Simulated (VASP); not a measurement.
## Ta4Ti: relaxation of cell and atoms with PBE

Crystal: Ta4Ti.

```
Ti Ta
1.0
    -2.98019    2.98019    2.98019
     2.98019   -2.98019    2.98019
     2.98019    2.98019   -2.98019
Ti Ta
1 4
Cartesian
  0.0000 0.0000 0.0000
  1.4901 1.4901 -1.4901
  -1.4901 1.4901 1.4901
  1.4901 -1.4901 1.4901
  1.4901 1.4901 1.4901
```

The cell was built from a structure type or drawn by symmetry, and may not be a known phase.

* Program: VASP 6.6.1
* Task: relaxation of cell and atoms
* Functional: PBE
* Potentials or basis: VASP PAW PBE potentials, release 64 (Ti_sv, Ta_pv)
* Cutoff: 600 eV
* k mesh: 10 × 10 × 10
* Occupations: gaussian, width 0.1 eV
* Spin: no spin polarisation
* Dipole correction: no
* Further INCAR settings: ALGO = Fast; EDIFF = 1e-06; IBRION = 2; EDIFFG = -0.01; NSW = 100; ISIF = 3

| Item | Value |
| --- | --- |
| Relaxed volume | 21.08 Å³/atom |
| Relaxed cell | a = 5.154 Å, b = 5.154 Å, c = 5.154 Å, α = 109.47°, β = 109.47°, γ = 109.47° |
| Space group after relaxing (to 0.1 Å) | Im-3m (No. 229) |
| Energy gained by relaxing | 0.1 meV/atom |
| Ionic steps | 3 |
| Pressure after relaxing | 0.0 GPa |
| Band gap on the k mesh | zero (bands 28 and 29 overlap by 1.50 eV) |

Step by step:
```
step  energy change (eV)  largest force (eV/Å)  pressure (GPa)  volume (Å³)
   1              0.0000                0.0000           -0.52       105.87
   2              0.0006                0.0000            0.70       104.82
   3             -0.0007                0.0000           -0.01       105.42
```

Final structure:
```
Ti Ta
1.0
    -2.97594    2.97594    2.97594
     2.97594   -2.97594    2.97594
     2.97594    2.97594   -2.97594
Ti Ta
1 4
Direct
  0.00000 0.00000 0.00000
  0.00000 0.00000 0.50000
  0.50000 0.00000 0.00000
  0.00000 0.50000 0.00000
  0.50000 0.50000 0.50000
```

Levels at points of the mesh, in eV from the Fermi level:
```
           k point  band 24  band 25  band 26  band 27  band 28  band 29  band 30  band 31  band 32  band 33
(0.00, 0.00, 0.00)    -2.23    -2.23     0.44     0.44     0.44     2.45     2.45     2.45     3.33     3.33
(0.50, 0.00, 0.00)    -1.16    -0.95    -0.35    -0.26    -0.23    -0.06     0.01     0.45     0.93     1.14
(0.50, 0.50, 0.50)    -1.40    -1.40    -1.18    -1.18    -0.47     1.29     1.29     1.29     1.68     1.68
```

Run time: 8.1 min on 1 thread of Intel(R) Xeon(R) 6975P-C (Granite Rapids), on a shared host, peak memory 0.39 GiB.

Caveat: spin-orbit coupling is left out, which moves the levels of the heavy elements.
